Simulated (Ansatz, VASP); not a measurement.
# Zn in VASP and in Ansatz

```
CELL_PARAMETERS angstrom
2.88900 0.00000 0.00000
-1.44450 2.50195 0.00000
0.00000 0.00000 5.12138
ATOMIC_POSITIONS crystal
Zn 0.33333 0.66667 0.25000
Zn 0.66667 0.33333 0.75000
```

Alike in both runs: task single point; functional PBE; k mesh 18 × 18 × 8; occupations gaussian, width 0.1 eV; no spin polarisation.

|  | VASP | Ansatz |
| --- | --- | --- |
| version | VASP 6.6.1 | Ansatz 0.2.0 |
| potentials or method | VASP PAW PBE potentials, release 64 (Zn), cutoff 520 eV | scalar-relativistic, plane waves, PAW |
| valence electrons in the cell | 24 | 24 |

Ansatz gave:

| Item | Value |
| --- | --- |
| gap on the k mesh at the Fermi level (eV) | none |
| pressure (GPa) | -8.5 |
| traceless stress, the component that is largest in VASP (GPa) | 2.21 |

**Question.** What did VASP give for the same quantities?

**Answer.** gap on the k mesh at the Fermi level (eV): none; pressure (GPa): -8.1; traceless stress, the component that is largest in VASP (GPa): 2.17.

A gap of «none» marks a metal or a gap that the smearing closes.
